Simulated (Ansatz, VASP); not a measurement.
# SiC2: VASP beside Ansatz

```xyz
3
Lattice="2.4649 0.0000 0.0000 -1.2325 2.1347 0.0000 0.0000 0.0000 7.1274" Properties=species:S:1:pos:R:3 pbc="T T T"
Si    0.0000    0.0000    0.0000
C     0.0000    1.4231    3.5637
C     1.2325    0.7115    3.5637
```

Alike in both runs: task single point; functional PBE-based screened hybrid; k mesh 6 × 6 × 2; occupations fermi-dirac, width 0.05 eV; no spin polarisation.

|  | VASP | Ansatz |
| --- | --- | --- |
| version | VASP 6.6.1 | Ansatz 0.2.0 |
| potentials or method | VASP PAW PBE potentials, release 64 (Si, C) | Ansatz PAW |
| plane-wave cutoff (eV) | 520 | 420 |
| valence electrons in the cell | 12 | 12 |

Ansatz gave:

| Item | Value |
| --- | --- |
| gap on the k mesh at the Fermi level (eV) | none |
| pressure (GPa) | -0.2 |
| traceless stress, the component that is largest in VASP (GPa) | 2.92 |

Task: Which values does VASP return?

Result: gap on the k mesh at the Fermi level (eV): none; pressure (GPa): 0.0; traceless stress, the component that is largest in VASP (GPa): 2.73.

VASP's potentials were made for PBE, not for PBE-based screened hybrid. A gap of «none» marks a metal or a gap that the smearing closes.

The k mesh is coarse, so the values compare programs but aren't converged.
